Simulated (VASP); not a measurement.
Crystal: NiO.

```
Ni O
1.0
     0.00000    2.04332    2.04332
     2.04332    0.00000    2.04332
     2.04332    2.04332    0.00000
Ni O
1 1
Direct
  0.00000 0.00000 0.00000
  0.50000 0.50000 0.50000
```

Base run:

| Property | Result |
| --- | --- |
| Program | VASP 6.6.1 |
| Functional | RPBE |
| Dispersion | D4 |
| Potentials or basis | VASP PAW PBE potentials, release 64 (Ni, O) |
| Cutoff | 600 eV |
| k mesh | 11 × 11 × 11 |
| Occupations | fermi-dirac, width 0.05 eV |
| Spin | collinear spin, ferromagnetic start |
| Starting moments | [1.0, 0.0] μB |

Its results: pressure 17.8 GPa; net moment 1.58 μB per cell; site moments Ni +1.31; O +0.23 μB.

Question: The run is repeated on the same cell with these changes: functional from RPBE to PBEsol; cutoff from 600 eV to 520 eV. What comes out?

Answer: Pressure 0.8 GPa; net moment 0.82 μB per cell; site moments Ni +0.69; O +0.10 μB.

PBEsol binds more tightly than RPBE, so the same cell stands under less pressure.

Caveats: the PAW data sets were made with another functional, which shifts forces and pressure a little; a cell with one magnetic atom can't hold antiferromagnetic order, which such compounds often take; pairwise dispersion overbinds metals, which lowers pressure and volume.
